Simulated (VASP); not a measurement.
## Si: single point with PBE

The system is Si.

```
CELL_PARAMETERS angstrom
6.87872 -1.91092 -0.03373
6.87872 1.91092 -0.03373
-0.77352 0.00000 6.46680
ATOMIC_POSITIONS crystal
Si 0.00401 0.10731 0.87412
Si 0.89269 0.99599 0.12588
Si 0.50201 0.61645 0.65363
Si 0.38355 0.49799 0.34637
Si 0.35730 0.06849 0.05707
Si 0.93151 0.64270 0.94293
Si 0.69150 0.76256 0.58560
Si 0.23744 0.30850 0.41440
```

This cell differs from its parent crystal: atoms displaced along a vibrational mode, the cell strained.

```json
{
  "Program": "VASP 6.6.1",
  "Task": "single point",
  "Functional": "PBE",
  "Potentials or basis": "VASP PAW PBE potentials, release 64 (Si)",
  "Cutoff": "520 eV",
  "k mesh": "10 × 10 × 6",
  "Occupations": "gaussian, width 0.03 eV",
  "Spin": "no spin polarisation",
  "Dipole correction": "no",
  "Further INCAR settings": "ALGO = Normal; EDIFF = 1e-06; NBANDS = 26"
}
```

The pressure is -2.1 GPa, the largest force is 1.271 eV/Å and the band gap on the k mesh is 0.35 eV (least direct gap 1.17 eV).

Forces on the atoms (eV/Å):
```
Si   0.369 -0.371  0.252
Si  -0.369 -0.371 -0.252
Si  -0.117 -0.235 -0.027
Si   0.117 -0.235  0.027
Si  -0.592  0.971  0.569
Si   0.592  0.971 -0.569
Si   0.063 -0.365  0.704
Si  -0.063 -0.365 -0.704
```

Stress tensor (GPa, compression positive):
```
-0.92  0.00 -1.12
 0.00 -0.34  0.00
-1.12  0.00 -5.01
```

Levels at points of the mesh, in eV from the valence-band top:
```
           k point  band 12  band 13  band 14  band 15  band 16  band 17  band 18  band 19  band 20  band 21
(0.00, 0.00, 0.00)    -1.69    -1.08    -0.78    -0.59     0.00     1.23     1.32     1.41     1.67     1.92
(0.50, 0.00, 0.00)    -3.27    -2.99    -2.87    -2.19    -1.71     0.51     1.31     1.46     2.38     2.74
(0.50, 0.50, 0.00)    -1.94    -1.63    -1.28    -1.19    -0.26     0.91     1.15     1.54     2.04     2.17
(0.00, 0.00, 0.50)    -2.19    -1.74    -1.59    -1.13    -0.60     1.03     1.07     1.63     1.87     2.24
(0.50, 0.00, 0.50)    -3.17    -2.43    -2.09    -1.87    -1.45     0.49     0.73     0.99     1.16     2.17
(0.50, 0.50, 0.50)    -2.29    -2.02    -1.89    -1.38    -1.13     0.95     1.06     1.22     1.72     2.46
```

Run time: 34 min on 1 thread of Intel Xeon 8259CL, on a shared host, peak memory 0.67 GiB.

Caveat: the cell differs from its parent crystal (atoms displaced along a vibrational mode, the cell strained); semilocal functionals underestimate gaps, and a narrow one can read as zero; forces of over 1 eV/Å act on the atoms, so gaps and moduli don't describe the material at rest. A k mesh can miss the band edges.
